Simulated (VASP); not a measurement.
# GaSb (F-43m) in VASP: a series of runs

Aim: see how the results for GaSb move with the level of theory and the settings. Levels: BHLYP, B3LYP, PBE-based screened hybrid with 25 % exact exchange. Tasks: single point.

Everything below comes from runs of VASP 6.6.1. Logs are shortened: lines on timing, memory, paths and dates and some standing lists are left out, and cuts for length are marked.

## 1. The cell of the first run

Symmetry: F-43m, No. 216, cubic system. The conventional cell has a = 5.993 Å, b = 5.993 Å, c = 5.993 Å, α = 90.00°, β = 90.00°, γ = 90.00°. Within 3.4 Å of Sb (site symmetry -43m) lie 4 Ga at 2.60 Å. Within 3.4 Å of Ga (site symmetry -43m) lie 4 Sb at 2.60 Å.

## 2. Single point, BHLYP

Input file POSCAR:

```
GaSb
1.0
    0.0000000000      2.9965539066      2.9965539066
    2.9965539066      0.0000000000      2.9965539066
    2.9965539066      2.9965539066      0.0000000000
Sb Ga
1 1
Direct
    0.7500000000      0.7500000000      0.7500000000
    0.0000000000      0.0000000000      0.0000000000
```

Input file INCAR.step1:

```
PREC = Accurate
ENCUT = 400
EDIFF = 1E-5
ISMEAR = -1
SIGMA = 0.05
LREAL = F
LASPH = T
NELM = 120
ALGO = Normal
ISIF = 2
LWAVE = T
NBANDS = 21
GGA = PE
GGA_COMPAT = F
```

Input file INCAR.step2:

```
PREC = Accurate
ENCUT = 400
EDIFF = 1E-6
ISMEAR = -1
SIGMA = 0.05
LREAL = F
LASPH = T
NELM = 120
ALGO = Normal
ISIF = 2
LWAVE = F
LCHARG = T
GGA = B5
LHFCALC = T
AEXX = 0.5
ALDAX = 0.5
AGGAX = 0.5
AGGAC = 1.0
ALDAC = 0.0
PRECFOCK = Normal
LELF = T
LVHAR = T
NBANDS = 21
ISTART = 1
GGA_COMPAT = F
```

Input file KPOINTS:

```
Automatic mesh
0
Gamma
  4 4 4
```

Potentials or basis: VASP PAW PBE potentials, release 64 (Sb_d_GW, Ga_d).

On the command line:

```bash
> cat potpaw_PBE.64/Sb_d_GW/POTCAR potpaw_PBE.64/Ga_d/POTCAR > POTCAR
> cp INCAR.step1 INCAR
> mpirun -np 1 vasp_std > vasp.out
> cp INCAR.step2 INCAR
> mpirun -np 1 vasp_std > vasp.out
```

OUTCAR:

```text
PREC = Accurate
   ENCUT = 400
   EDIFF = 1E-6
   ISMEAR = -1
   LREAL = F
   LASPH = T
   NELM = 120
   ISIF = 2
   GGA = B5
   LHFCALC = T
   AEXX = 0.5
   PRECFOCK = Normal
   ISTART = 1

 ion  position               nearest neighbor table
   1  0.750  0.750  0.750-   2 2.60   2 2.60   2 2.60   2 2.60
   2  0.000  0.000  0.000-   1 2.60   1 2.60   1 2.60   1 2.60

  LATTYP: Found a face centered cubic cell.
 ALAT       =     5.9931078132

  Lattice vectors:

 A1 = (   0.0000000000,   2.9965539066,   2.9965539066)
 A2 = (   2.9965539066,   0.0000000000,   2.9965539066)
 A3 = (   2.9965539066,   2.9965539066,   0.0000000000)

Analysis of symmetry for initial positions (statically):
=====================================================================
 Subroutine PRICEL returns:
 Original cell was already a primitive cell.

 Routine SETGRP: Setting up the symmetry group for a
 face centered cubic supercell.

 Subroutine GETGRP returns: Found 24 space group operations
 (whereof 24 operations were pure point group operations)
 out of a pool of 48 trial point group operations.

The static configuration has the point symmetry T_d .

Analysis of symmetry for dynamics (positions and initial velocities):
=====================================================================
 Subroutine PRICEL returns:
 Original cell was already a primitive cell.

 Routine SETGRP: Setting up the symmetry group for a
 face centered cubic supercell.

 Subroutine GETGRP returns: Found 24 space group operations
 (whereof 24 operations were pure point group operations)
 out of a pool of 48 trial point group operations.

The dynamic configuration has the point symmetry T_d .

 Subroutine INISYM returns: Found 24 space group operations
 (whereof 24 operations are pure point group operations),
 and found     1 'primitive' translations

----------------------------------------------------------------------------------------

                                     Primitive cell

  volume of cell :      53.8141

  direct lattice vectors                    reciprocal lattice vectors
     0.000000000  2.996553907  2.996553907    -0.166858336  0.166858336  0.166858336
     2.996553907  0.000000000  2.996553907     0.166858336 -0.166858336  0.166858336
     2.996553907  2.996553907  0.000000000     0.166858336  0.166858336 -0.166858336

  length of vectors
     4.237767175  4.237767175  4.237767175     0.289007116  0.289007116  0.289007116

  position of ions in fractional coordinates (direct lattice)
     0.750000000  0.750000000  0.750000000
     0.000000000  0.000000000  0.000000000

  ion indices of the primitive-cell ions
   primitive index   ion index
                 1           1
                 2           2

----------------------------------------------------------------------------------------

 KPOINTS: Automatic mesh

Automatic generation of k-mesh.
 Grid dimensions read from file:
 generate k-points for:    4    4    4

 Generating k-lattice:

  Cartesian coordinates                     Fractional coordinates (reciprocal lattice)
    -0.041714584  0.041714584  0.041714584     0.250000000  0.000000000  0.000000000
     0.041714584 -0.041714584  0.041714584     0.000000000  0.250000000  0.000000000
     0.041714584  0.041714584 -0.041714584     0.000000000  0.000000000  0.250000000

  Length of vectors
     0.072251779  0.072251779  0.072251779

  Shift w.r.t. Gamma in fractional coordinates (k-lattice)
     0.000000000  0.000000000  0.000000000

 Subroutine IBZKPT returns following result:
 ===========================================

 Found      8 irreducible k-points:

 Following reciprocal coordinates:
            Coordinates               Weight
  0.000000  0.000000  0.000000      1.000000
  0.250000  0.000000  0.000000      8.000000
  0.500000  0.000000  0.000000      4.000000
  0.250000  0.250000  0.000000      6.000000
  0.500000  0.250000  0.000000     24.000000
 -0.250000  0.250000  0.000000     12.000000
  0.500000  0.500000  0.000000      3.000000
 -0.250000  0.500000  0.250000      6.000000
   k-points           NKPTS =      8   k-points in BZ     NKDIM =     64   number of bands    NBANDS=     21
   number of dos      NEDOS =    301   number of ions     NIONS =      2
   total plane-waves  NPLWV =  21952
   dimension x,y,z NGX =    28 NGY =   28 NGZ =   28
   dimension x,y,z NGXF=    56 NGYF=   56 NGZF=   56
   ions per type =               1   1
   NGX,Y,Z   is equivalent  to a cutoff of  10.98, 10.98, 10.98 a.u.
   NGXF,Y,Z  is equivalent  to a cutoff of  21.97, 21.97, 21.97 a.u.
 SYSTEM =  unknown system
   PREC   = accura    normal or accurate (medium, high low for compatibility)
   ISTART =      1    job   : 0-new  1-cont  2-samecut
   ICHARG =      0    charge: 1-file 2-atom 10-const
   ISPIN  =      1    spin polarized calculation?
   LNONCOLLINEAR =      F non collinear calculations
   LSORBIT =      F    spin-orbit coupling
   LASPH  =      T    aspherical Exc in radial PAW
   ENCUT  =  400.0 eV  29.40 Ry    5.42 a.u.   6.91  6.91  6.91*2*pi/ulx,y,z
   NELM   =    120;   NELMIN=  2; NELMDL=  0     # of ELM steps
   EDIFF  = 0.1E-05   stopping-criterion for ELM
   LREAL  =      F    real-space projection
   EDIFFG = 0.1E-04   stopping-criterion for IOM
   NSW    =      0    number of steps for IOM
   IBRION =     -1    ionic relax: 0-MD 1-quasi-New 2-CG
   NFREE  =      0    steps in history (QN), initial steepest desc. (CG)
   ISIF   =      2    stress and relaxation
   ISYM   =      3    0-nonsym 1-usesym 2-fastsym
   POTIM  = 0.5000    time-step for ionic-motion
   TEBEG  =    0.0;   TEEND  =   0.0 temperature during run
   PSTRESS=    0.0 pullay stress
   NELECT =      28.0000    total number of electrons
   NUPDOWN=      -1.0000    fix difference up-down
   EMIN   =  10.00;   EMAX   =-10.00  energy-range for DOS
   EFERMI =   0.00;   METHOD = LEGACY
   ISMEAR =    -1;   SIGMA  =   0.05  broadening in eV -4-tet -1-fermi 0-gaus
   EFERMI_NEDOS =   21; number of points for ismear=-14 and -15
   IALGO  =     38    algorithm
   IMIX   =      1    mixing-type and parameters
     AMIX     =   0.40;   BMIX     =  1.00
     AMIX_MAG =   1.60;   BMIX_MAG =  1.00
  volume/ion in A,a.u.               =      26.91       181.58
  Fermi-wavevector in a.u.,A,eV,Ry     =   1.316726  2.488251 23.589337  1.733767
  Thomas-Fermi vector in A             =   2.446818
   LORBIT       =      0    0 simple, 1 ext, 2 COOP (PROOUT), +10 PAW based schemes
   GGA     = B5    functional components
   LHFCALC =     T    Hartree Fock is set to
   PRECFOCK=normal    Normal, Fast or Accurate (Low or Medium for compatibility)
   ENCUT4O =  -1.0   cutoff for four orbital integrals eV
   NKREDX  =     1    reduce k-point grid by
   NKREDY  =     1    reduce k-point grid by
   NKREDZ  =     1    reduce k-point grid by
   AEXX    =    0.5000 exact exchange contribution
   HFSCREEN=    0.0000 screening length (either q_TF or 0.3 A-1)
   HFSCREENC=   0.0000 screening length for correlation (either q_TF or 0.3 A-1)
   ENCUTFOCK=  -1.0 apply spherical cutoff to Coloumb kernel
   IVDW    =     0    specifies the selected vdW correction
   LEPSILON=     F    determine dielectric tensor
   LRPA    =     F    only Hartree local field effects (RPA)
 non-spin polarized calculation
  energy-cutoff  :      400.00
  volume of cell :       53.81
 maximum number of plane-waves:       992
  NGX = 24; NGY = 24; NGZ = 24

 number of electron      27.9999984 magnetization

 Free energy of the ion-electron system (eV)
  ---------------------------------------------------
  ext. energy  EPLUGINS =         0.00000000
  ---------------------------------------------------
  free energy    TOTEN  =       -10.54838169 eV

  energy without entropy =      -10.54838169  energy(sigma->0) =      -10.54838169

 E-fermi :   4.4327     XC(G=0):  -5.0024

 val. band max:        3.3993594668   @ k =   0.0000   0.0000   0.0000
 cond. band min:       6.8124530561   @ k =   0.5000   0.0000   0.0000
 fundamental gap:      3.4130935893
 Fermi energy:         4.4327444782

 k-point     1 :       0.0000    0.0000    0.0000
  band No.  band energies     occupation
      1     -29.8313      2.00000
      2     -29.8313      2.00000
      3     -29.8313      2.00000
      4     -29.7956      2.00000
      5     -29.7956      2.00000
      6     -17.1574      2.00000
[... 13 lines left out ...]
     20      15.7600      0.00000
     21      15.7600      0.00000

 k-point     2 :       0.2500    0.0000    0.0000
  band No.  band energies     occupation
      1     -29.8306      2.00000
      2     -29.8293      2.00000
      3     -29.8293      2.00000
      4     -29.7949      2.00000
      5     -29.7949      2.00000
      6     -17.1667      2.00000
[... 13 lines left out ...]
     20      14.4643      0.00000
     21      14.4643      0.00000

 k-point     3 :       0.5000    0.0000    0.0000
  band No.  band energies     occupation
      1     -29.8298      2.00000
      2     -29.8275      2.00000
      3     -29.8275      2.00000
      4     -29.7941      2.00000
      5     -29.7941      2.00000
      6     -17.1760      2.00000
[... 13 lines left out ...]
     20      17.3493      0.00000
     21      17.3493      0.00000

 k-point     4 :       0.2500    0.2500    0.0000
  band No.  band energies     occupation
      1     -29.8336      2.00000
      2     -29.8271      2.00000
      3     -29.8271      2.00000
      4     -29.7965      2.00000
      5     -29.7934      2.00000
      6     -17.1767      2.00000
[... 13 lines left out ...]
     20      16.3509      0.00000
     21      16.7269      0.00000

 k-point     5 :       0.5000    0.2500    0.0000
  band No.  band energies     occupation
      1     -29.8322      2.00000
      2     -29.8254      2.00000
      3     -29.8249      2.00000
      4     -29.7957      2.00000
      5     -29.7925      2.00000
      6     -17.1845      2.00000
[... 13 lines left out ...]
     20      17.5593      0.00000
     21      17.8469      0.00000

 k-point     6 :      -0.2500    0.2500    0.0000
  band No.  band energies     occupation
      1     -29.8299      2.00000
      2     -29.8274      2.00000
      3     -29.8271      2.00000
      4     -29.7944      2.00000
      5     -29.7942      2.00000
      6     -17.1782      2.00000
[... 13 lines left out ...]
     20      15.9375      0.00000
     21      18.1396      0.00000

 k-point     7 :       0.5000    0.5000    0.0000
  band No.  band energies     occupation
      1     -29.8357      2.00000
      2     -29.8225      2.00000
      3     -29.8225      2.00000
      4     -29.7974      2.00000
      5     -29.7910      2.00000
      6     -17.1937      2.00000
[... 13 lines left out ...]
     20      18.7328      0.00000
     21      18.9492      0.00000

 k-point     8 :      -0.2500    0.5000    0.2500
  band No.  band energies     occupation
      1     -29.8308      2.00000
      2     -29.8275      2.00000
      3     -29.8224      2.00000
      4     -29.7958      2.00000
      5     -29.7924      2.00000
      6     -17.1879      2.00000
[... 13 lines left out ...]
     20      17.9331      0.00000
     21      19.0010      0.00000

------------------------ aborting loop because EDIFF is reached ----------------------------------------

  FORCE on cell =-STRESS in cart. coord.  units (eV):
  Direction    XX          YY          ZZ          XY          YZ          ZX
  --------------------------------------------------------------------------------------
  -------------------------------------------------------------------------------------
  Total        1.9060966      1.9060966      1.9060966      0.0000000      0.0000000      0.0000000
  in kB       56.7491316     56.7491316     56.7491316      0.0000000      0.0000000      0.0000000
  external PRESSURE =      56.7491316 kB  Pullay stress =       0.0000000 kB

 VOLUME and BASIS-vectors are now :
 -----------------------------------------------------------------------------
  energy-cutoff  :      400.00
  volume of cell :       53.81
      direct lattice vectors                 reciprocal lattice vectors
     0.000000000  2.996553907  2.996553907    -0.166858336  0.166858336  0.166858336
     2.996553907  0.000000000  2.996553907     0.166858336 -0.166858336  0.166858336
     2.996553907  2.996553907  0.000000000     0.166858336  0.166858336 -0.166858336

 POSITION                                       TOTAL-FORCE (eV/Angst)
 -----------------------------------------------------------------------------------
      4.49483      4.49483      4.49483        -0.000000     -0.000000      0.000000
      0.00000      0.00000      0.00000         0.000000      0.000000      0.000000
 -----------------------------------------------------------------------------------
    total drift:                                0.000005     -0.000063     -0.000005

  FREE ENERGIE OF THE ION-ELECTRON SYSTEM (eV)
  ---------------------------------------------------
  free  energy   TOTEN  =       -10.5483816904 eV

  energy  without entropy=      -10.5483816903  energy(sigma->0) =      -10.54838169
```

Wall time 16 min (1 thread of Intel Xeon Platinum 8488C (Sapphire Rapids), shared host); peak memory 0.18 GiB.

Results:

* Free energy: -10.5484 eV
* Pressure: 5.7 GPa
* Band gap on the k mesh: 3.41 eV (least direct gap 3.66 eV)

Caveat: the k points lie up to 0.45 Å⁻¹ apart; the PAW data sets were made with another functional, which shifts forces and pressure a little; spin-orbit coupling is left out, which moves the levels of the heavy elements. A k mesh can miss the band edges.

## 3. Single point, B3LYP

This run uses another cell than the first one, of 29.77 Å³/atom.

Input file POSCAR:

```
GaSb
1.0
    0.0000000000      3.0992546163      3.0992546163
    3.0992546163      0.0000000000      3.0992546163
    3.0992546163      3.0992546163      0.0000000000
Sb Ga
1 1
Direct
    0.7500000000      0.7500000000      0.7500000000
    0.0000000000      0.0000000000      0.0000000000
```

Input file INCAR.step1:

```
ALGO = Normal
EDIFF = 1E-5
ENCUT = 400
GGA = PE
GGA_COMPAT = F
ISIF = 2
ISMEAR = -1
LASPH = T
LCHARG = F
LREAL = F
LWAVE = T
NBANDS = 21
NELM = 120
PREC = Accurate
SIGMA = 0.05
```

Input file INCAR.step2:

```
AEXX = 0.2
AGGAC = 0.81
AGGAX = 0.72
ALDAC = 0.19
ALGO = Normal
EDIFF = 1E-6
ENCUT = 400
GGA = B3
GGA_COMPAT = F
ISIF = 2
ISMEAR = -1
ISTART = 1
LASPH = T
LCHARG = F
LHFCALC = T
LREAL = F
LWAVE = F
NBANDS = 21
NELM = 120
PREC = Accurate
PRECFOCK = Normal
SIGMA = 0.05
```

Input file KPOINTS:

```
k-points
0
Gamma
  4 4 4
```

Potentials or basis: VASP PAW PBE potentials, release 64 (Sb_d_GW, Ga_d).

On the command line:

```bash
> cat potpaw_PBE.64/Sb_d_GW/POTCAR potpaw_PBE.64/Ga_d/POTCAR > POTCAR
> cp INCAR.step1 INCAR
> mpirun -np 1 vasp_std > vasp.out
> cp INCAR.step2 INCAR
> mpirun -np 1 vasp_std > vasp.out
```

Wall time 15 min (1 thread of Intel Xeon Platinum 8259CL at 2.50GHz (Skylake/Cascade Lake), shared host); peak memory 0.2 GiB.

Results (log left out):

* Free energy: -7.8994 eV
* Pressure: 0.8 GPa
* Band gap on the k mesh: 0.74 eV

Levels at points of the mesh, in eV from the valence-band top:
| k point | band 11 | band 12 | band 13 | band 14 | band 15 | band 16 | band 17 | band 18 |
| --- | --- | --- | --- | --- | --- | --- | --- | --- |
| (0.00, 0.00, 0.00) | -12.17 | 0.00 | 0.00 | 0.00 | 0.74 | 3.92 | 3.92 | 3.92 |
| (0.50, 0.00, 0.00) | -10.51 | -6.67 | -1.17 | -1.17 | 1.35 | 4.96 | 4.96 | 7.88 |
| (0.50, 0.50, 0.00) | -9.66 | -7.19 | -2.60 | -2.60 | 2.02 | 2.44 | 9.92 | 9.92 |

Caveat: the k points lie up to 0.44 Å⁻¹ apart; the PAW data sets were made with another functional, which shifts forces and pressure a little; spin-orbit coupling is left out, which moves the levels of the heavy elements.

## 4. Single point, PBE-based screened hybrid with 25 % exact exchange

This run uses another cell than the first one, of 27.48 Å³/atom.

Input file POSCAR:

```
GaSb
1.0
    0.0000000000      3.0176570942      3.0176570942
    3.0176570942      0.0000000000      3.0176570942
    3.0176570942      3.0176570942      0.0000000000
Sb Ga
1 1
Direct
    0.7500000000      0.7500000000      0.7500000000
    0.0000000000      0.0000000000      0.0000000000
```

Input file INCAR.step1:

```
PREC = Accurate ; ENCUT = 400
EDIFF = 1E-5 ; ISMEAR = -1
SIGMA = 0.05 ; LREAL = F
LASPH = T ; NELM = 120
ALGO = Normal ; ISIF = 2
LWAVE = T ; LCHARG = F
GGA = PE ; NBANDS = 21
GGA_COMPAT = F
```

Input file INCAR.step2:

```
PREC = Accurate ; ENCUT = 400
EDIFF = 1E-6 ; ISMEAR = -1
SIGMA = 0.05 ; LREAL = F
LASPH = T ; NELM = 120
ALGO = Normal ; ISIF = 2
LWAVE = F ; LCHARG = F
GGA = PE ; LHFCALC = T
AEXX = 0.25 ; HFSCREEN = 0.3
PRECFOCK = Normal ; ISTART = 1
NBANDS = 21 ; GGA_COMPAT = F
```

Input file KPOINTS:

```
regular mesh
0
Gamma
  4 4 4
```

On the command line:

```bash
> cat potpaw_PBE.64/Sb_d_GW/POTCAR potpaw_PBE.64/Ga_d/POTCAR > POTCAR
> cp INCAR.step1 INCAR
> mpirun -np 1 vasp_std > vasp.out
> cp INCAR.step2 INCAR
> mpirun -np 1 vasp_std > vasp.out
```

It took 13 min on 1 thread of AMD EPYC 9R45 (Zen 5), shared host; peak memory 0.26 GiB.

Results (log left out):

- Free energy: -8.2588 eV
- Pressure: 3.3 GPa
- Band gap on the k mesh: 1.02 eV (least direct gap 1.04 eV)

Levels at points of the mesh, in eV from the valence-band top:
```csv
k point,band 11,band 12,band 13,band 14,band 15,band 16,band 17,band 18
"(0.00, 0.00, 0.00)",-12.77,0.00,0.00,0.00,1.04,3.28,3.28,3.28
"(0.50, 0.00, 0.00)",-10.86,-7.03,-1.29,-1.29,1.02,4.29,4.29,7.05
"(0.50, 0.50, 0.00)",-9.86,-7.49,-2.90,-2.90,1.28,1.57,9.97,9.97
```

Caveat: the k points lie up to 0.45 Å⁻¹ apart; the PAW data sets were made with another functional, which shifts forces and pressure a little; spin-orbit coupling is left out, which moves the levels of the heavy elements.

## 5. Summary

```tsv
level	cell	share of exact exchange	screening parameter	gap on the mesh (eV)	pressure (GPa)
BHLYP	a = 4.238 Å, angles 60.0°, 2 atoms	0.5	-	3.41	5.7
B3LYP	a = 4.383 Å, angles 60.0°, 2 atoms	0.2	-	0.74	0.8
PBE-based screened hybrid with 25 % exact exchange	a = 4.268 Å, angles 60.0°, 2 atoms	0.25	0.3 1/Å	1.02	3.3
```

Alike in all rows: task single point; potentials or basis VASP PAW PBE potentials, release 64 (Sb_d_GW, Ga_d); no spin polarisation; k mesh 4 × 4 × 4; cutoff (eV) 400; smearing fermi-dirac 0.05 eV.

Caveats: all runs use coarse meshes; the PAW data sets were made with another functional, which shifts forces and pressure a little; spin-orbit coupling is left out, which moves the levels of the heavy elements.

Total energies depend on the potentials used, so only differences within one code and one set of settings carry meaning.
